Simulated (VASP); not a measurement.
# Si2W (P6_222) in VASP: a series of runs, part 2 of 3

VASP 6.6.1. Earlier steps stand in the parts before.

**4. Single point, PBE**

File INCAR:

```
PREC = Accurate
ENCUT = 520
EDIFF = 1E-7
ISMEAR = 0
SIGMA = 0.03
LREAL = F
LASPH = T
NELM = 60
ALGO = Normal
ISIF = 2
LWAVE = F
LCHARG = F
GGA = PE
NBANDS = 43
```

File KPOINTS:

```
regular mesh
0
Gamma
  9 9 6
```

File POSCAR:

```
Si2W
1.0
    4.5199185558      0.0000000000      0.0000000000
   -2.2599592779      3.9143642923      0.0000000000
    0.0000000000      0.0000000000      6.9276791704
Si W
6 3
Direct
    0.8300872726      0.6601745453      0.5000000000
    0.1699127274      0.8300872726      0.8333333333
    0.6601745453      0.8300872726      0.1666666667
    0.1699127274      0.3398254547      0.5000000000
    0.8300872726      0.1699127274      0.8333333333
    0.3398254547      0.1699127274      0.1666666667
    0.0000000000      0.5000000000      0.1666666667
    0.5000000000      0.5000000000      0.8333333333
    0.5000000000      0.0000000000      0.5000000000
```

Potentials or basis: VASP PAW PBE potentials, release 64 (Si, W_sv).

Command:

```sh
$ cat potpaw_PBE.64/Si/POTCAR potpaw_PBE.64/W_sv/POTCAR > POTCAR
$ mpirun -np 1 vasp_std > vasp.out
```

OUTCAR:

```text
PREC = Accurate
   ENCUT = 520
   EDIFF = 1E-7
   ISMEAR = 0
   LREAL = F
   LASPH = T
   NELM = 60
   ISIF = 2
   GGA = PE

 ion  position               nearest neighbor table
   1  0.830  0.660  0.500-   9 2.58   4 2.58   4 2.58   9 2.62   9 2.62   8 2.65   7 2.65   4 2.66
                             3 2.66   2 2.66
   2  0.170  0.830  0.833-   8 2.58   5 2.58   5 2.58   8 2.62   8 2.62   9 2.65   7 2.65   5 2.66
                             1 2.66   6 2.66
   3  0.660  0.830  0.167-   7 2.58   6 2.58   6 2.58   7 2.62   7 2.62   9 2.65   8 2.65   6 2.66
                             1 2.66   5 2.66
   4  0.170  0.340  0.500-   9 2.58   1 2.58   1 2.58   9 2.62   9 2.62   8 2.65   7 2.65   1 2.66
                             6 2.66   5 2.66
   5  0.830  0.170  0.833-   8 2.58   2 2.58   2 2.58   8 2.62   8 2.62   9 2.65   7 2.65   2 2.66
                             4 2.66   3 2.66
   6  0.340  0.170  0.167-   7 2.58   3 2.58   3 2.58   7 2.62   7 2.62   9 2.65   8 2.65   3 2.66
                             4 2.66   2 2.66
   7  0.000  0.500  0.167-   3 2.58   6 2.58   6 2.62   3 2.62   3 2.62   6 2.62   4 2.65   1 2.65
                             5 2.65   2 2.65   9 3.23   9 3.23   8 3.23   8 3.23
   8  0.500  0.500  0.833-   2 2.58   5 2.58   5 2.62   2 2.62   2 2.62   5 2.62   4 2.65   1 2.65
                             3 2.65   6 2.65   9 3.23   9 3.23   7 3.23   7 3.23
   9  0.500  0.000  0.500-   1 2.58   4 2.58   4 2.62   1 2.62   4 2.62   1 2.62   2 2.65   5 2.65
                             3 2.65   6 2.65   7 3.23   8 3.23   8 3.23   7 3.23

  LATTYP: Found a hexagonal cell.
 ALAT       =     4.5199185558
 C/A-ratio  =     1.5327000000

  Lattice vectors:

 A1 = (   4.5199185558,   0.0000000000,   0.0000000000)
 A2 = (  -2.2599592779,   3.9143642923,   0.0000000000)
 A3 = (   0.0000000000,   0.0000000000,   6.9276791704)

Analysis of symmetry for initial positions (statically):
=====================================================================
 Subroutine PRICEL returns:
 Original cell was already a primitive cell.

 Routine SETGRP: Setting up the symmetry group for a
 hexagonal supercell.

 Subroutine GETGRP returns: Found 12 space group operations
 (whereof  4 operations were pure point group operations)
 out of a pool of 24 trial point group operations.

[... 157 lines left out ...]
   AEXX    =    0.0000 exact exchange contribution
   IVDW    =     0    specifies the selected vdW correction
   LEPSILON=     F    determine dielectric tensor
   LRPA    =     F    only Hartree local field effects (RPA)
 non-spin polarized calculation
 Gauss-broadening in eV      SIGMA  =   0.03
  energy-cutoff  :      520.00
  volume of cell :      122.57
 maximum number of plane-waves:      3350
 NGX is ok and might be reduce to    36

 number of electron      65.9999995 magnetization

 Free energy of the ion-electron system (eV)
  ---------------------------------------------------
  ext. energy  EPLUGINS =         0.00000000
  ---------------------------------------------------
  free energy    TOTEN  =       -73.48333454 eV

  energy without entropy =      -73.48333454  energy(sigma->0) =      -73.48333454

 E-fermi :  12.0899     XC(G=0): -12.4751

 val. band max:       11.8703585727   @ k =   0.4444   0.0000   0.5000
 cond. band min:      12.2981538705   @ k =   0.4444   0.0000   0.0000
 fundamental gap:      0.4277952978
 Fermi energy:        12.0898568121

 k-point     1 :       0.0000    0.0000    0.0000
  band No.  band energies     occupation
      1     -61.9678      2.00000
      2     -61.9574      2.00000
      3     -61.9574      2.00000
      4     -26.3654      2.00000
      5     -26.3654      2.00000
      6     -26.3587      2.00000
[... 1093 lines left out ...]
     42      15.2446      0.00000
     43      16.0483      0.00000

 [... further k-points ...]
[... 5 lines left out ...]
  --------------------------------------------------------------------------------------
  -------------------------------------------------------------------------------------
  Total        4.4492681      4.4492681     -6.6750894      0.0000000      0.0000000      0.0000000
  in kB       58.1593497     58.1593497    -87.2545432      0.0000000      0.0000000      0.0000000
  external PRESSURE =       9.6880521 kB  Pullay stress =       0.0000000 kB

 VOLUME and BASIS-vectors are now :
 -----------------------------------------------------------------------------
  energy-cutoff  :      520.00
  volume of cell :      122.57
      direct lattice vectors                 reciprocal lattice vectors
     4.519918556  0.000000000  0.000000000     0.221242925  0.127734662  0.000000000
    -2.259959278  3.914364292  0.000000000     0.000000000  0.255469324  0.000000000
     0.000000000  0.000000000  6.927679170     0.000000000  0.000000000  0.144348486

 POSITION                                       TOTAL-FORCE (eV/Angst)
 -----------------------------------------------------------------------------------
      2.25996      2.58416      3.46384        -0.000000      0.815099      0.000000
     -1.10797      3.24926      5.77307        -0.705897      0.407550      0.000000
      1.10797      3.24926      1.15461         0.705897      0.407550      0.000000
      0.00000      1.33020      3.46384         0.000000     -0.815099      0.000000
      3.36793      0.66510      5.77307         0.705897     -0.407550      0.000000
      1.15199      0.66510      1.15461        -0.705897     -0.407550      0.000000
     -1.12998      1.95718      1.15461         0.000000     -0.000000      0.000000
      1.12998      1.95718      5.77307        -0.000000     -0.000000     -0.000000
      2.25996      0.00000      3.46384         0.000000     -0.000000      0.000000
 -----------------------------------------------------------------------------------
    total drift:                                0.000000     -0.000000     -0.000000

  FREE ENERGIE OF THE ION-ELECTRON SYSTEM (eV)
  ---------------------------------------------------
  free  energy   TOTEN  =       -73.4833345410 eV

  energy  without entropy=      -73.4833345410  energy(sigma->0) =      -73.48333454
```

OSZICAR:

```text
N       E                     dE             d eps       ncg     rms          rms(c)
DAV:   1     0.629565226166E+03    0.62957E+03   -0.35140E+04  4248   0.156E+03
DAV:   2    -0.375030140827E+02   -0.66707E+03   -0.64434E+03  4431   0.444E+02
DAV:   3    -0.749118934762E+02   -0.37409E+02   -0.36130E+02  5101   0.973E+01
DAV:   4    -0.759019798957E+02   -0.99009E+00   -0.97886E+00  5064   0.148E+01
DAV:   5    -0.759209185593E+02   -0.18939E-01   -0.18903E-01  5160   0.213E+00    0.430E+01
DAV:   6    -0.737677406753E+02    0.21532E+01   -0.10860E+01  4954   0.162E+01    0.149E+01
DAV:   7    -0.735429075958E+02    0.22483E+00   -0.90972E-01  4871   0.383E+00    0.712E+00
DAV:   8    -0.734844145453E+02    0.58493E-01   -0.12197E-01  4921   0.196E+00    0.522E-01
DAV:   9    -0.734837109773E+02    0.70357E-03   -0.88839E-03  5397   0.395E-01    0.337E-01
DAV:  10    -0.734834398938E+02    0.27108E-03   -0.20535E-03  5092   0.285E-01    0.850E-02
DAV:  11    -0.734833372788E+02    0.10262E-03   -0.38746E-04  4960   0.116E-01    0.231E-02
DAV:  12    -0.734833356127E+02    0.16660E-05   -0.19015E-05  5188   0.226E-02    0.104E-02
DAV:  13    -0.734833345988E+02    0.10139E-05   -0.14389E-06  4936   0.593E-03    0.188E-03
DAV:  14    -0.734833345410E+02    0.57796E-07   -0.58940E-08  2700   0.144E-03
   1 F= -.73483335E+02 E0= -.73483335E+02  d E =-.243088E-24
```

stdout:

```text
POSCAR found type information on POSCAR SiW
 POSCAR found :  2 types and       9 ions
 scaLAPACK will be used
 LDA part: xc-table for (Slater+PW92), standard interpolation
 POSCAR, INCAR and KPOINTS ok, starting setup
 FFT: planning ... GRIDC
 FFT: planning ... GRID_SOFT
 FFT: planning ... GRID
 WAVECAR not read
 entering main loop
```

It took 1.8 min on 1 thread of Intel Xeon 6975P-C (Granite Rapids), shared host; peak memory 0.35 GiB.

What came out:

```
Free energy            : -73.4833 eV
Pressure               : 1.0 GPa
Largest force          : 0.815 eV/Å
Band gap on the k mesh : 0.43 eV (least direct gap 0.80 eV)
```

Forces in eV/Å, atoms in the order of the input:
```
Si   0.000  0.815  0.000
Si  -0.706  0.408  0.000
Si   0.706  0.408  0.000
Si   0.000 -0.815  0.000
Si   0.706 -0.408  0.000
Si  -0.706 -0.408  0.000
W    0.000  0.000  0.000
W    0.000  0.000  0.000
W    0.000  0.000  0.000
```

Caveat: spin-orbit coupling is left out, which moves the levels of the heavy elements; an odd mesh through Γ misses points on the zone boundary, where band edges can lie.

**5. Single point, PBE**

This run uses another cell than the first one, of the same volume but with other edges.

File INCAR:

```
SYSTEM = Si2W
PREC = Accurate
ENCUT = 520
EDIFF = 1E-6
ISMEAR = 0
SIGMA = 0.03
LREAL = .FALSE.
LASPH = .TRUE.
NELM = 80
ALGO = Normal
ISIF = 2
LWAVE = .FALSE.
LCHARG = .FALSE.
GGA = PE
NBANDS = 43
```

File KPOINTS:

```
regular mesh
0
G
  9 9 6
  0 0 0
```

Edit POSCAR of step 4 so:

```diff
@@ -2,5 +2,5 @@
 1.0
-    4.5199185558      0.0000000000      0.0000000000
-   -2.2599592779      3.9143642923      0.0000000000
-    0.0000000000      0.0000000000      6.9276791704
+    4.6907127290      0.0000000000      0.0000000000
+   -2.3453563645      4.0622763851      0.0000000000
+    0.0000000000      0.0000000000      6.4323743652
 Si W
```

Command:

```sh
$ cat potpaw_PBE.64/Si/POTCAR potpaw_PBE.64/W_sv/POTCAR > POTCAR
$ mpirun -np 1 vasp_std > vasp.out
```

Run time: 4.5 min. Hardware: 1 thread of Intel Xeon 8259CL, shared host; peak memory 0.36 GiB.

Results (log left out):

| Property | Result |
| --- | --- |
| Free energy | -73.5311 eV |
| Pressure | 2.1 GPa |
| Largest force | 0.823 eV/Å |
| Band gap on the k mesh | 0.16 eV (least direct gap 0.48 eV) |

Forces in eV/Å, atoms in the order of the input:
```
Si   0.000  0.823  0.000
Si  -0.713  0.411  0.000
Si   0.713  0.411  0.000
Si   0.000 -0.823  0.000
Si   0.713 -0.411  0.000
Si  -0.713 -0.411  0.000
W    0.000  0.000  0.000
W    0.000  0.000  0.000
W    0.000  0.000  0.000
```

Stress tensor (GPa, compression positive):
```
-2.56  0.00  0.00
 0.00 -2.56  0.00
 0.00  0.00 11.50
```

Levels at points of the mesh, in eV from the valence-band top:
```
           k point  band 30  band 31  band 32  band 33  band 34  band 35  band 36  band 37
(0.00, 0.00, 0.00)    -3.43    -3.17    -3.05    -0.93     2.01     2.01     2.25     2.27
(0.00, 0.00, 0.50)    -3.17    -2.58    -0.43    -0.43     1.80     2.21     2.26     2.26
```

Caveat: spin-orbit coupling is left out, which moves the levels of the heavy elements; an odd mesh through Γ misses points on the zone boundary, where band edges can lie.

**6. Single point, PBE**

File INCAR:

```
SYSTEM = Si2W
  PREC = Accurate
  ENCUT = 520
  EDIFF = 1E-6
  ISMEAR = 0
  SIGMA = 0.03
  LREAL = .FALSE.
  LASPH = .TRUE.
  NELM = 60
  ALGO = Normal
  ISIF = 2
  LWAVE = .FALSE.
  LCHARG = .TRUE.
  GGA = PE
  LELF = .TRUE.
  LVHAR = .TRUE.
  NBANDS = 43
```

File KPOINTS:

```
Automatic mesh
0
G
  9 9 6
  0 0 0
```

Edit POSCAR of step 5 so:

```diff
@@ -2,5 +2,5 @@
 1.0
-    4.6907127290      0.0000000000      0.0000000000
-   -2.3453563645      4.0622763851      0.0000000000
-    0.0000000000      0.0000000000      6.4323743652
+    4.5428566490      0.0000000000      0.0000000000
+   -2.2714283245      3.9342292638      0.0000000000
+    0.0000000000      0.0000000000      6.8578963974
 Si W
```

Potentials or basis: VASP PAW PBE potentials, release 64 (Si, W_sv).

Command:

```sh
$ cat potpaw_PBE.64/Si/POTCAR potpaw_PBE.64/W_sv/POTCAR > POTCAR
$ mpirun -np 1 vasp_std > vasp.out
```

Run time: 5.5 min. Hardware: 1 thread of Intel Xeon 8259CL, shared host; peak memory 0.36 GiB.

The run converged. Its results:

- Free energy: -73.5825 eV
- Pressure: 0.7 GPa
- Largest force: 0.810 eV/Å
- Band gap on the k mesh: 0.35 eV (least direct gap 0.83 eV)

Forces on the atoms (eV/Å):
```
Si   0.000  0.810  0.000
Si  -0.701  0.405  0.000
Si   0.701  0.405  0.000
Si   0.000 -0.810  0.000
Si   0.701 -0.405  0.000
Si  -0.701 -0.405  0.000
W    0.000  0.000  0.000
W    0.000  0.000  0.000
W    0.000  0.000  0.000
```

Stress tensor (GPa, compression positive):
```
 4.34  0.00  0.00
 0.00  4.34  0.00
 0.00  0.00 -6.72
```

Levels at points of the mesh, in eV from the valence-band top:
```csv
k point,band 30,band 31,band 32,band 33,band 34,band 35,band 36,band 37
"(0.00, 0.00, 0.00)",-2.58,-2.25,-2.19,-0.83,2.43,2.71,2.83,2.83
"(0.00, 0.00, 0.50)",-2.23,-1.68,-0.86,-0.86,1.70,2.41,2.41,2.55
```

Caveat: spin-orbit coupling is left out, which moves the levels of the heavy elements; an odd mesh through Γ misses points on the zone boundary, where band edges can lie.

[end of part 2 of 3]
